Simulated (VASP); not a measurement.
# SnSe in VASP: further runs, part 2 of 2

VASP 6.6.1. The steps go on from the part before.

### Step 3. Electric field gradients, PBE (zz strain of +2 %)

Contents of INCAR:

```
  PREC = Accurate
  ENCUT = 520
  EDIFF = 1E-8
  ISMEAR = -1
  SIGMA = 0.02
  LREAL = F
  LASPH = T
  NELM = 100
  ALGO = Normal
  ISIF = 2
  LWAVE = F
  LCHARG = F
  GGA = PE
  LEFG = T
  NBANDS = 17
```

Contents of KPOINTS:

```
regular mesh
0
Gamma
  9 9 9
```

Contents of POSCAR:

```
SnSe
1.0
    0.0000000000      3.0100000000      3.0702000000
    3.0100000000      0.0000000000      3.0702000000
    3.0100000000      3.0100000000      0.0000000000
Sn Se
1 1
Direct
    0.0000000000      0.0000000000      0.0000000000
    0.5000000000      0.5000000000      0.5000000000
```

Potentials or basis: VASP PAW PBE potentials, release 64 (Sn_d, Se).

Started as:

```bash
$ cat potpaw_PBE.64/Sn_d/POTCAR potpaw_PBE.64/Se/POTCAR > POTCAR
$ mpirun -np 1 vasp_std > vasp.out
```

OUTCAR:

```text
PREC = Accurate
   ENCUT = 520
   EDIFF = 1E-8
   ISMEAR = -1
   LREAL = F
   LASPH = T
   NELM = 100
   ISIF = 2
   GGA = PE

 ion  position               nearest neighbor table
   1  0.000  0.000  0.000-   2 3.01   2 3.01   2 3.01   2 3.01   2 3.07   2 3.07
   2  0.500  0.500  0.500-   1 3.01   1 3.01   1 3.01   1 3.01   1 3.07   1 3.07

  LATTYP: Found a body centered tetragonal cell.
 ALAT       =     4.2567828227
 C/A-ratio  =     1.4424978336

  Lattice vectors:

 A1 = (  -3.0100000000,   0.0000000000,   3.0702000000)
 A2 = (   3.0100000000,   0.0000000000,   3.0702000000)
 A3 = (   0.0000000000,   3.0100000000,  -3.0702000000)

Analysis of symmetry for initial positions (statically):
[... 672 lines left out ...]
 -----------------------------------------------------------------------------
  energy-cutoff  :      520.00
  volume of cell :       55.63
      direct lattice vectors                 reciprocal lattice vectors
     0.000000000  3.010000000  3.070200000    -0.166112957  0.166112957  0.162855840
     3.010000000  0.000000000  3.070200000     0.166112957 -0.166112957  0.162855840
     3.010000000  3.010000000  0.000000000     0.166112957  0.166112957 -0.162855840

 POSITION                                       TOTAL-FORCE (eV/Angst)
 -----------------------------------------------------------------------------------
      0.00000      0.00000      0.00000        -0.000000      0.000000      0.000000
      3.01000      3.01000      3.07020         0.000000     -0.000000      0.000000
 -----------------------------------------------------------------------------------
    total drift:                                0.000000     -0.000000     -0.000000

  FREE ENERGIE OF THE ION-ELECTRON SYSTEM (eV)
  ---------------------------------------------------
  free  energy   TOTEN  =        -8.2129755903 eV

  energy  without entropy=       -8.2129755800  energy(sigma->0) =       -8.21297559

 Electric field gradients (V/A^2)
---------------------------------------------------------------------
 ion       V_xx      V_yy      V_zz      V_xy      V_xz      V_yz
---------------------------------------------------------------------
   1     -13.597   -13.597    27.193     0.001     0.001     0.001
   2      -1.074    -1.074     2.149    -0.000     0.000     0.000
---------------------------------------------------------------------

 Electric field gradients after diagonalization (V/A^2)
 (convention: |V_zz| > |V_xx| > |V_yy|)
----------------------------------------------------------------------
 ion       V_xx      V_yy      V_zz     asymmetry (V_yy - V_xx)/ V_zz
----------------------------------------------------------------------
   1     -13.598   -13.595    27.193       0.000
   2      -1.074    -1.074     2.149       0.000
----------------------------------------------------------------------

           NMR quadrupolar parameters

 Cq : quadrupolar parameter    Cq=e*Q*V_zz/h
 eta: asymmetry parameters     (V_yy - V_xx)/ V_zz
 Q  : nuclear electric quadrupole moment in mb (millibarn)
----------------------------------------------------------------------
 ion       Cq(MHz)       eta       Q (mb)
----------------------------------------------------------------------
   1       0.066       0.000       1.000
   2       0.005       0.000       1.000
----------------------------------------------------------------------
```

stdout:

```text
POSCAR found type information on POSCAR SnSe
 POSCAR found :  2 types and       2 ions
 scaLAPACK will be used
 LDA part: xc-table for (Slater+PW92), standard interpolation
 POSCAR, INCAR and KPOINTS ok, starting setup
 FFT: planning ... GRIDC
 FFT: planning ... GRID_SOFT
 FFT: planning ... GRID
 WAVECAR not read
 entering main loop
ion   1

ion   2
```

It took 33 s on 1 thread of AMD EPYC 9R45 (Zen 5), shared host; peak memory 0.19 GiB.

What came out:

- Free energy: -8.2130 eV
- Pressure: 0.1 GPa
- Band gap on the k mesh: 0.58 eV (least direct gap 0.62 eV)
- Largest electric field gradient by atom: Sn +27.2; Se +2.1 V/Å²

Levels at points of the mesh, in eV from the valence-band top:
| k point | band 8 | band 9 | band 10 | band 11 | band 12 | band 13 |
| --- | --- | --- | --- | --- | --- | --- |
| (0.00, 0.00, 0.00) | -2.16 | -2.16 | -1.97 | 3.98 | 4.43 | 4.43 |

Electric field gradients, principal values (V/Å²):
| atom | least | middle | greatest (by size) |
| --- | --- | --- | --- |
| 1 Sn | -13.595 | -13.598 | 27.193 |
| 2 Se | -1.074 | -1.074 | 2.149 |

Caveat: the cell differs from its parent crystal (zz strain of +2 %); without QUAD_EFG the Cq values of the log hold for a quadrupole moment of 1 mb, not for the nuclei; spin-orbit coupling is left out, which moves the levels of the heavy elements; an odd mesh through Γ misses points on the zone boundary, where band edges can lie.

### Step 4. Electric field gradients, PBE, non-collinear spin, zero start, spin-orbit coupling

This run uses another cell than the first one, of 27.27 Å³/atom.

Contents of INCAR:

```
SYSTEM = SnSe
ALGO = Normal
EDIFF = 1E-8
ENCUT = 520
GGA = PE
GGA_COMPAT = .FALSE.
ISIF = 2
ISMEAR = -1
LASPH = .TRUE.
LCHARG = .FALSE.
LEFG = .TRUE.
LORBIT = 11
LORBMOM = .TRUE.
LREAL = .FALSE.
LSORBIT = .TRUE.
LWAVE = .FALSE.
MAGMOM = 0 0 0 0 0 0
NBANDS = 32
NELM = 150
PREC = Accurate
SIGMA = 0.02
```

Contents of KPOINTS:

```
k-points
0
G
  9 9 9
  0 0 0
```

Contents of POSCAR:

```
SnSe
1.0
    0.0000000000      3.0100000000      3.0100000000
    3.0100000000      0.0000000000      3.0100000000
    3.0100000000      3.0100000000      0.0000000000
Sn Se
1 1
Direct
    0.0000000000      0.0000000000      0.0000000000
    0.5000000000      0.5000000000      0.5000000000
```

Potentials or basis: VASP PAW PBE potentials, release 64 (Sn_d, Se).

Started as:

```bash
$ cat potpaw_PBE.64/Sn_d/POTCAR potpaw_PBE.64/Se/POTCAR > POTCAR
$ mpirun -np 1 vasp_ncl > vasp.out
```

OUTCAR:

```text
SYSTEM = SnSe
   EDIFF = 1E-8
   ENCUT = 520
   GGA = PE
   ISIF = 2
   ISMEAR = -1
   LASPH = .TRUE.
   LORBIT = 11
   LREAL = .FALSE.
   LSORBIT = .TRUE.
   NELM = 150
   PREC = Accurate

 ion  position               nearest neighbor table
   1  0.000  0.000  0.000-   2 3.01   2 3.01   2 3.01   2 3.01   2 3.01   2 3.01
   2  0.500  0.500  0.500-   1 3.01   1 3.01   1 3.01   1 3.01   1 3.01   1 3.01

  LATTYP: Found a face centered cubic cell.
 ALAT       =     6.0200000000

  Lattice vectors:

 A1 = (   0.0000000000,   3.0100000000,   3.0100000000)
 A2 = (   3.0100000000,   0.0000000000,   3.0100000000)
 A3 = (   3.0100000000,   3.0100000000,   0.0000000000)

Analysis of symmetry for initial positions (statically):
=====================================================================
 Subroutine PRICEL returns:
 Original cell was already a primitive cell.

 Routine SETGRP: Setting up the symmetry group for a
 face centered cubic supercell.

 Subroutine GETGRP returns: Found 48 space group operations
 (whereof 48 operations were pure point group operations)
 out of a pool of 48 trial point group operations.

The static configuration has the point symmetry O_h .

Analysis of symmetry for dynamics (positions and initial velocities):
=====================================================================
 Subroutine PRICEL returns:
 Original cell was already a primitive cell.

 Routine SETGRP: Setting up the symmetry group for a
 face centered cubic supercell.

 Subroutine GETGRP returns: Found 48 space group operations
 (whereof 48 operations were pure point group operations)
 out of a pool of 48 trial point group operations.

The dynamic configuration has the point symmetry O_h .

Analysis of structural, dynamic, and magnetic symmetry:
=====================================================================
 Subroutine PRICEL returns:
 Original cell was already a primitive cell.

 Routine SETGRP: Setting up the symmetry group for a
 face centered cubic supercell.

 Subroutine GETGRP returns: Found 48 space group operations
 (whereof 48 operations were pure point group operations)
 out of a pool of 48 trial point group operations.

The overall configuration has the point symmetry O_h .

 Subroutine INISYM returns: Found 48 space group operations
 (whereof 48 operations are pure point group operations),
 and found     1 'primitive' translations

----------------------------------------------------------------------------------------

                                     Primitive cell

  volume of cell :      54.5418

  direct lattice vectors                    reciprocal lattice vectors
     0.000000000  3.010000000  3.010000000    -0.166112957  0.166112957  0.166112957
     3.010000000  0.000000000  3.010000000     0.166112957 -0.166112957  0.166112957
     3.010000000  3.010000000  0.000000000     0.166112957  0.166112957 -0.166112957

  length of vectors
     4.256782823  4.256782823  4.256782823     0.287716081  0.287716081  0.287716081

  position of ions in fractional coordinates (direct lattice)
[... 1007 lines left out ...]

  energy  without entropy=       -8.2786889681  energy(sigma->0) =       -8.27868897

 Electric field gradients (V/A^2)
---------------------------------------------------------------------
 ion       V_xx      V_yy      V_zz      V_xy      V_xz      V_yz
---------------------------------------------------------------------
   1       0.000     0.000    -0.000     0.002     0.002     0.002
   2       0.000     0.000    -0.000    -0.000    -0.000    -0.000
---------------------------------------------------------------------

 Electric field gradients after diagonalization (V/A^2)
 (convention: |V_zz| > |V_xx| > |V_yy|)
----------------------------------------------------------------------
 ion       V_xx      V_yy      V_zz     asymmetry (V_yy - V_xx)/ V_zz
----------------------------------------------------------------------
   1      -0.002    -0.002     0.003       0.000
   2       0.000     0.000    -0.000       0.000
----------------------------------------------------------------------

           NMR quadrupolar parameters

 Cq : quadrupolar parameter    Cq=e*Q*V_zz/h
 eta: asymmetry parameters     (V_yy - V_xx)/ V_zz
 Q  : nuclear electric quadrupole moment in mb (millibarn)
----------------------------------------------------------------------
 ion       Cq(MHz)       eta       Q (mb)
----------------------------------------------------------------------
   1       0.000       0.000       1.000
   2      -0.000       0.000       1.000
----------------------------------------------------------------------

 orbital moment (x)

 # of ion     p       d       tot
 ----------------------------------------
  1         0.000  -0.000  -0.000
  2         0.000   0.000   0.000
 ----------------------------------------
            0.000  -0.000  -0.000

 orbital moment (y)

 # of ion     p       d       tot
 ----------------------------------------
  1         0.000  -0.000  -0.000
  2         0.000   0.000   0.000
 ----------------------------------------
            0.000  -0.000  -0.000

 orbital moment (z)

 # of ion     p       d       tot
 ----------------------------------------
  1         0.000   0.000   0.000
  2         0.000   0.000   0.000
 ----------------------------------------
            0.000   0.000   0.000

 Spin-Orbit-Coupling matrix elements

 Ion:    1  E_soc:     -0.0878174
 l=   1
     0.0000000    -0.0085183    -0.0085183
    -0.0085183     0.0000000    -0.0085183
    -0.0085183    -0.0085183     0.0000000
 l=   2
     0.0000000    -0.0012208     0.0000000    -0.0012208    -0.0048972
    -0.0012208     0.0000000    -0.0036729    -0.0012208    -0.0012243
     0.0000000    -0.0036729     0.0000000    -0.0036729     0.0000000
    -0.0012208    -0.0012208    -0.0036729     0.0000000    -0.0012243
    -0.0048972    -0.0012243     0.0000000    -0.0012243     0.0000000
 l=   3
     0.0000000     0.0000000     0.0000000     0.0000000     0.0000000     0.0000000     0.0000000
     0.0000000     0.0000000     0.0000000     0.0000000     0.0000000     0.0000000     0.0000000
     0.0000000     0.0000000     0.0000000     0.0000000     0.0000000     0.0000000     0.0000000
     0.0000000     0.0000000     0.0000000     0.0000000     0.0000000     0.0000000     0.0000000
     0.0000000     0.0000000     0.0000000     0.0000000     0.0000000     0.0000000     0.0000000
     0.0000000     0.0000000     0.0000000     0.0000000     0.0000000     0.0000000     0.0000000
     0.0000000     0.0000000     0.0000000     0.0000000     0.0000000     0.0000000     0.0000000

 Ion:    2  E_soc:     -0.0429139
 l=   1
     0.0000000    -0.0071616    -0.0071616
    -0.0071616     0.0000000    -0.0071616
    -0.0071616    -0.0071616     0.0000000
 l=   2
     0.0000000    -0.0000015     0.0000000    -0.0000015     0.0000108
    -0.0000015     0.0000000     0.0000081    -0.0000015     0.0000027
     0.0000000     0.0000081     0.0000000     0.0000081     0.0000000
    -0.0000015    -0.0000015     0.0000081     0.0000000     0.0000027
     0.0000108     0.0000027     0.0000000     0.0000027     0.0000000
 l=   3
     0.0000000     0.0000000     0.0000000     0.0000000     0.0000000     0.0000000     0.0000000
     0.0000000     0.0000000     0.0000000     0.0000000     0.0000000     0.0000000     0.0000000
     0.0000000     0.0000000     0.0000000     0.0000000     0.0000000     0.0000000     0.0000000
     0.0000000     0.0000000     0.0000000     0.0000000     0.0000000     0.0000000     0.0000000
     0.0000000     0.0000000     0.0000000     0.0000000     0.0000000     0.0000000     0.0000000
     0.0000000     0.0000000     0.0000000     0.0000000     0.0000000     0.0000000     0.0000000
     0.0000000     0.0000000     0.0000000     0.0000000     0.0000000     0.0000000     0.0000000

 total charge

# of ion       s       p       d       tot
------------------------------------------
    1        1.392   0.666   9.989  12.047
    2        1.477   2.295   0.026   3.797
--------------------------------------------------
tot          2.868   2.961  10.015  15.844

 magnetization (x)

# of ion       s       p       d       tot
------------------------------------------
    1        0.000  -0.000   0.000   0.000
    2        0.000   0.000  -0.000   0.000
--------------------------------------------------
tot          0.000  -0.000   0.000   0.000

 magnetization (y)

# of ion       s       p       d       tot
------------------------------------------
    1       -0.000  -0.000   0.000  -0.000
    2        0.000   0.000   0.000   0.000
--------------------------------------------------
tot         -0.000  -0.000   0.000  -0.000

 magnetization (z)

# of ion       s       p       d       tot
------------------------------------------
    1        0.000   0.000   0.000   0.000
    2        0.000  -0.000   0.000  -0.000
--------------------------------------------------
tot          0.000   0.000   0.000   0.000
```

OSZICAR:

```text
N       E                     dE             d eps       ncg     rms          rms(c)
DAV:   1     0.186535191381E+03    0.18654E+03   -0.92717E+03  2392   0.157E+03
DAV:   2     0.180574041788E+02   -0.16848E+03   -0.16142E+03  2264   0.464E+02
DAV:   3    -0.727956222451E+01   -0.25337E+02   -0.24776E+02  2664   0.142E+02
DAV:   4    -0.842769831994E+01   -0.11481E+01   -0.11461E+01  2624   0.327E+01
DAV:   5    -0.845964046407E+01   -0.31942E-01   -0.31941E-01  3160   0.564E+00    0.308E+00
DAV:   6    -0.827646091698E+01    0.18318E+00   -0.37447E-01  3024   0.415E+00    0.183E+00
DAV:   7    -0.827655728898E+01   -0.96372E-04   -0.89848E-02  2792   0.143E+00    0.953E-01
DAV:   8    -0.827813269275E+01   -0.15754E-02   -0.55528E-03  2608   0.690E-01    0.474E-01
DAV:   9    -0.827867937652E+01   -0.54668E-03   -0.73129E-04  2632   0.243E-01    0.106E-01
DAV:  10    -0.827864055373E+01    0.38823E-04   -0.42044E-04  3112   0.188E-01    0.385E-02
DAV:  11    -0.827868624306E+01   -0.45689E-04   -0.95644E-05  2584   0.569E-02    0.752E-03
DAV:  12    -0.827868899208E+01   -0.27490E-05   -0.66161E-06  2688   0.255E-02    0.322E-03
DAV:  13    -0.827868908720E+01   -0.95128E-07   -0.29160E-07  2704   0.601E-03    0.131E-03
DAV:  14    -0.827868905288E+01    0.34329E-07   -0.31258E-08  2352   0.169E-03    0.579E-04
DAV:  15    -0.827868899020E+01    0.62676E-07   -0.32258E-08  2184   0.137E-03    0.108E-04
DAV:  16    -0.827868898188E+01    0.83178E-08   -0.18222E-09  1872   0.414E-04
   1 F= -.82786890E+01 E0= -.82786890E+01  d E =-.137932E-07  mag=    -0.0000    -0.0000     0.0000
```

stdout:

```text
POSCAR found type information on POSCAR SnSe
 POSCAR found :  2 types and       2 ions
 scaLAPACK will be used
 LDA part: xc-table for (Slater+PW92), standard interpolation
 POSCAR, INCAR and KPOINTS ok, starting setup
 FFT: planning ... GRIDC
 FFT: planning ... GRID_SOFT
 FFT: planning ... GRID
 WAVECAR not read
 entering main loop
ion   1

ion   2
```

It took 3.6 min on 1 thread of Intel Xeon 8259CL, shared host; peak memory 0.36 GiB.

What came out:

```yaml
Free_energy: -8.2787 eV
Pressure: 1.0 GPa
Net_moment: 0.00 μB per cell
Largest_electric_field_gradient_by_atom: zero within the noise of the run
Valence_electrons_inside_the_program's_atomic_spheres: Sn 12.05; Se 3.80
```

Moments on the atoms (μB; x, y, z):
```
Sn  0.00 0.00 0.00
Se  0.00 0.00 0.00
```

Caveat: this odd mesh misses L, so gap, dielectric constants and Born charges aren't listed.

### Step 5. Overview

```csv
spin,cell,gap on the mesh (eV),pressure (GPa)
off,"a = 4.236, b = 4.236, c = 4.257 Å, angles 59.8, 59.8, 60.3°, 2 atoms",0.57,1.6
off,"a = 4.300, b = 4.300, c = 4.257 Å, angles 60.3, 60.3, 59.3°, 2 atoms",0.58,0.1
"non-collinear, zero start, SOC","a = 4.257 Å, angles 60.0°, 2 atoms",-,1.0
```

Alike in all rows: task electric field gradients; level PBE; potentials or basis VASP PAW PBE potentials, release 64 (Sn_d, Se); k mesh 9 × 9 × 9; cutoff (eV) 520; smearing fermi-dirac 0.02 eV.

Caveats: spin-orbit coupling is left out, which moves the levels of the heavy elements (at least some runs); an odd mesh through Γ misses points on the zone boundary, where band edges can lie (at least some runs).

Total energies depend on the potentials used, so only differences within one code and one set of settings carry meaning.
